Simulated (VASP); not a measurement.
# I (Cmce) in VASP: settings compared

Aim: see how the results for I move with the level of theory and the settings. Levels: r2SCAN-based global hybrid with 10 % exact exchange, PBEsol. Tasks: single point.

All numbers are computed with VASP 6.6.1; they aren't measurements. Logs are shortened: lines on timing, memory, paths and dates and some standing lists are left out, and cuts for length are marked.

## Step 1: The cell of the first run

The structure is orthorhombic, space group Cmce (No. 64). Conventional cell: a = 7.270 Å, b = 4.790 Å, c = 9.793 Å, α = 90.00°, β = 90.00°, γ = 90.00°. Within 3.6 Å of I (site symmetry m) lie 3 I at 2.68 to 3.56 Å.

## Step 2: Single point, r2SCAN-based global hybrid with 10 % exact exchange

File POSCAR:

```
I
1.0
    3.6350350000     -2.3950200000      0.0000000000
    3.6350350000      2.3950200000      0.0000000000
    0.0000000000      0.0000000000      9.7934400000
I
4
Direct
    0.6493000000      0.3507000000      0.3844000000
    0.1493000000      0.8507000000      0.1156000000
    0.3507000000      0.6493000000      0.6156000000
    0.8507000000      0.1493000000      0.8844000000
```

File INCAR.step1:

```
PREC = Accurate
ENCUT = 520
EDIFF = 1E-5
ISMEAR = -1
SIGMA = 0.05
LREAL = F
LASPH = T
NELM = 100
ALGO = Normal
ISIF = 2
LWAVE = T
LCHARG = F
NBANDS = 22
GGA = PE
```

File INCAR.step2:

```
PREC = Accurate
ENCUT = 520
EDIFF = 1E-6
ISMEAR = -1
SIGMA = 0.05
LREAL = F
LASPH = T
NELM = 100
ALGO = Normal
ISIF = 2
LWAVE = F
LCHARG = F
METAGGA = R2SCAN
LHFCALC = T
AEXX = 0.1
LMIXTAU = T
PRECFOCK = Normal
NBANDS = 22
ISTART = 1
```

File KPOINTS:

```
Automatic mesh
0
Gamma
  4 4 2
```

Potentials or basis: VASP PAW PBE potentials, release 64 (I).

Command:

```
$ cat potpaw_PBE.64/I/POTCAR > POTCAR
$ cp INCAR.step1 INCAR
$ mpirun -np 1 vasp_std > vasp.out
$ cp INCAR.step2 INCAR
$ mpirun -np 1 vasp_std > vasp.out
```

OUTCAR:

```text
PREC = Accurate
   ENCUT = 520
   EDIFF = 1E-6
   ISMEAR = -1
   LREAL = F
   LASPH = T
   NELM = 100
   ISIF = 2
   METAGGA = R2SCAN
   LHFCALC = T
   AEXX = 0.1
   PRECFOCK = Normal
   ISTART = 1

 ion  position               nearest neighbor table
   1  0.649  0.351  0.384-   3 2.68   2 3.56   2 3.56
   2  0.149  0.851  0.116-   4 2.68   1 3.56   1 3.56
   3  0.351  0.649  0.616-   1 2.68   4 3.56   4 3.56
   4  0.851  0.149  0.884-   2 2.68   3 3.56   3 3.56

  LATTYP: Found a base centered orthorhombic cell.
 ALAT       =     4.7900400000
 B/A-ratio  =     1.5177472422
 C/A-ratio  =     2.0445424255

  Lattice vectors:

 A1 = (  -3.6350350000,  -2.3950200000,   0.0000000000)
 A2 = (   3.6350350000,  -2.3950200000,   0.0000000000)
 A3 = (   0.0000000000,   0.0000000000,   9.7934400000)

Analysis of symmetry for initial positions (statically):
=====================================================================
 Subroutine PRICEL returns:
 Original cell was already a primitive cell.

 Routine SETGRP: Setting up the symmetry group for a
 base centered orthorhombic supercell.

 Subroutine GETGRP returns: Found  8 space group operations
 (whereof  4 operations were pure point group operations)
 out of a pool of  8 trial point group operations.

The static configuration has the point symmetry C_2h.
 The point group associated with its full space group is D_2h.

Analysis of symmetry for dynamics (positions and initial velocities):
=====================================================================
 Subroutine PRICEL returns:
 Original cell was already a primitive cell.

 Routine SETGRP: Setting up the symmetry group for a
 base centered orthorhombic supercell.

 Subroutine GETGRP returns: Found  8 space group operations
 (whereof  4 operations were pure point group operations)
 out of a pool of  8 trial point group operations.

The dynamic configuration has the point symmetry C_2h.
 The point group associated with its full space group is D_2h.

 Subroutine INISYM returns: Found  8 space group operations
 (whereof  4 operations are pure point group operations),
 and found     1 'primitive' translations

----------------------------------------------------------------------------------------

[... 89 lines left out ...]
   IBRION =     -1    ionic relax: 0-MD 1-quasi-New 2-CG
   NFREE  =      0    steps in history (QN), initial steepest desc. (CG)
   ISIF   =      2    stress and relaxation
   ISYM   =      3    0-nonsym 1-usesym 2-fastsym
   POTIM  = 0.5000    time-step for ionic-motion
   TEBEG  =    0.0;   TEEND  =   0.0 temperature during run
   PSTRESS=    0.0 pullay stress
   NELECT =      28.0000    total number of electrons
   NUPDOWN=      -1.0000    fix difference up-down
   EMIN   =  10.00;   EMAX   =-10.00  energy-range for DOS
   EFERMI =   0.00;   METHOD = LEGACY
   ISMEAR =    -1;   SIGMA  =   0.05  broadening in eV -4-tet -1-fermi 0-gaus
   EFERMI_NEDOS =   21; number of points for ismear=-14 and -15
   IALGO  =     38    algorithm
   IMIX   =      1    mixing-type and parameters
     AMIX     =   0.40;   BMIX     =  1.00
     AMIX_MAG =   1.60;   BMIX_MAG =  1.00
  volume/ion in A,a.u.               =      42.63       287.69
  Fermi-wavevector in a.u.,A,eV,Ry     =   0.896465  1.694073 10.934307  0.803649
  Thomas-Fermi vector in A             =   2.018926
   LORBIT       =      0    0 simple, 1 ext, 2 COOP (PROOUT), +10 PAW based schemes
   METAGGA = R2SCAN    functional components
   LHFCALC =     T    Hartree Fock is set to
   PRECFOCK=normal    Normal, Fast or Accurate (Low or Medium for compatibility)
   ENCUT4O =  -1.0   cutoff for four orbital integrals eV
   NKREDX  =     1    reduce k-point grid by
   NKREDY  =     1    reduce k-point grid by
   NKREDZ  =     1    reduce k-point grid by
   AEXX    =    0.1000 exact exchange contribution
   HFSCREEN=    0.0000 screening length (either q_TF or 0.3 A-1)
   HFSCREENC=   0.0000 screening length for correlation (either q_TF or 0.3 A-1)
   ENCUTFOCK=  -1.0 apply spherical cutoff to Coloumb kernel
   IVDW    =     0    specifies the selected vdW correction
   LEPSILON=     F    determine dielectric tensor
   LRPA    =     F    only Hartree local field effects (RPA)
 non-spin polarized calculation
  energy-cutoff  :      520.00
  volume of cell :      170.52
 maximum number of plane-waves:      4632
  NGX = 28; NGY = 28; NGZ = 56

 number of electron      28.0000001 magnetization

 Free energy of the ion-electron system (eV)
  ---------------------------------------------------
  ext. energy  EPLUGINS =         0.00000000
  ---------------------------------------------------
  free energy    TOTEN  =       -90.47379614 eV

  energy without entropy =      -90.47379614  energy(sigma->0) =      -90.47379614

 E-fermi :   2.9745     XC(G=0):  -7.6794

 val. band max:        1.9043126078   @ k =   0.5000   0.0000   0.5000
 cond. band min:       3.9934240082   @ k =   0.5000   0.5000   0.0000
 fundamental gap:      2.0891114004
 Fermi energy:         2.9745440880

 k-point     1 :       0.0000    0.0000    0.0000
  band No.  band energies     occupation
      1     -12.6122      2.00000
      2     -12.1084      2.00000
      3     -10.3370      2.00000
      4      -9.2684      2.00000
      5      -2.8997      2.00000
      6      -1.4279      2.00000
[... 339 lines left out ...]
     21      10.2105      0.00000
     22      10.2105      0.00000

------------------------ aborting loop because EDIFF is reached ----------------------------------------

  FORCE on cell =-STRESS in cart. coord.  units (eV):
  Direction    XX          YY          ZZ          XY          YZ          ZX
  --------------------------------------------------------------------------------------
  -------------------------------------------------------------------------------------
  Total        0.6101735      0.7173819      1.4847997      0.0000000      0.0000000      0.0000000
  in kB        5.7329863      6.7402806     13.9506824      0.0000000      0.0000000      0.0000000
  external PRESSURE =       8.8079831 kB  Pullay stress =       0.0000000 kB

 VOLUME and BASIS-vectors are now :
 -----------------------------------------------------------------------------
  energy-cutoff  :      520.00
  volume of cell :      170.52
      direct lattice vectors                 reciprocal lattice vectors
     3.635035000 -2.395020000  0.000000000     0.137550257 -0.208766524  0.000000000
     3.635035000  2.395020000  0.000000000     0.137550257  0.208766524  0.000000000
     0.000000000  0.000000000  9.793440000     0.000000000  0.000000000  0.102109167

 POSITION                                       TOTAL-FORCE (eV/Angst)
 -----------------------------------------------------------------------------------
      3.63503     -0.71515      3.76460         0.000000     -0.184970     -0.361838
      3.63503      1.67987      1.13212         0.000000     -0.184970      0.361838
      3.63503      0.71515      6.02884         0.000000      0.184970      0.361838
      3.63503     -1.67987      8.66132         0.000000      0.184970     -0.361838
 -----------------------------------------------------------------------------------
    total drift:                                0.000000      0.000000      0.000000

  FREE ENERGIE OF THE ION-ELECTRON SYSTEM (eV)
  ---------------------------------------------------
  free  energy   TOTEN  =       -90.4737961360 eV

  energy  without entropy=      -90.4737961356  energy(sigma->0) =      -90.47379614
```

It took 45 min on 1 thread of AMD EPYC 7R13 (Zen 3), shared host; peak memory 0.34 GiB.

Results:

* Free energy: -90.4738 eV
* Pressure: 0.9 GPa
* Largest force: 0.406 eV/Å
* Band gap on the k mesh: 2.09 eV (least direct gap 2.28 eV)

Forces in eV/Å, atoms in the order of the input:
```
I    0.000 -0.185 -0.362
I    0.000 -0.185  0.362
I    0.000  0.185  0.362
I    0.000  0.185 -0.362
```

Caveat: the PAW data sets were made with another functional, which shifts forces and pressure a little; spin-orbit coupling is left out, which moves the levels of the heavy elements. A k mesh can miss the band edges.

(Part 1 of 2 ends here.)
